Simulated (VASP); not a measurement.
Runs of VASP 6.6.1 on Au. The structure is that of space group P6_3/mmc (No. 194), or close to it. The cells are those of the table. This isn't the form of Au at room conditions, which is fcc.

| cell | k mesh | gap on the mesh (eV) | pressure (GPa) |
| --- | --- | --- | --- |
| a = 2.982, b = 2.982, c = 5.004 Å, angles 90.0, 90.0, 120.0°, 2 atoms | 14 × 14 × 7 | none | -4.0 |
| a = 2.862, b = 2.862, c = 4.804 Å, angles 90.0, 90.0, 120.0°, 2 atoms | 14 × 14 × 7 | none | 12.8 |
| a = 3.020, b = 3.020, c = 5.067 Å, angles 90.0, 90.0, 120.0°, 2 atoms | 14 × 14 × 7 | none | -7.2 |
| a = 2.820, b = 2.820, c = 4.733 Å, angles 90.0, 90.0, 120.0°, 2 atoms | 14 × 14 × 7 | none | (a) |
| a = 2.943, b = 2.943, c = 4.939 Å, angles 90.0, 90.0, 120.0°, 2 atoms | 20 × 20 × 11 | none | 0.0 |
| a = 2.903, b = 2.903, c = 4.872 Å, angles 90.0, 90.0, 120.0°, 2 atoms | 14 × 14 × 7 | none | 5.6 |
| a = 3.056, b = 3.056, c = 5.129 Å, angles 90.0, 90.0, 120.0°, 2 atoms | 14 × 14 × 7 | none | -9.5 |
| a = 2.943, b = 2.943, c = 4.939 Å, angles 90.0, 90.0, 120.0°, 2 atoms | 14 × 14 × 7 | none | (b) |

Alike in all rows: task single point; level RPBE; potentials or basis VASP PAW PBE potentials, release 64 (Au); no spin polarisation; cutoff (eV) 520; smearing fermi-dirac 0.1 eV.

Fill in the values left out.

(a) 22.3; (b) 0.1.

Caveats: the PAW data sets were made with another functional, which shifts forces and pressure a little; spin-orbit coupling is left out, which moves the levels of the heavy elements; the cell stands under tension (at least some runs); the cell stands under pressure (at least some runs).

A k mesh can miss the band edges, and the runs leave out spin-orbit coupling on Au.

A gap of «none» marks levels without a gap at the run's occupations.
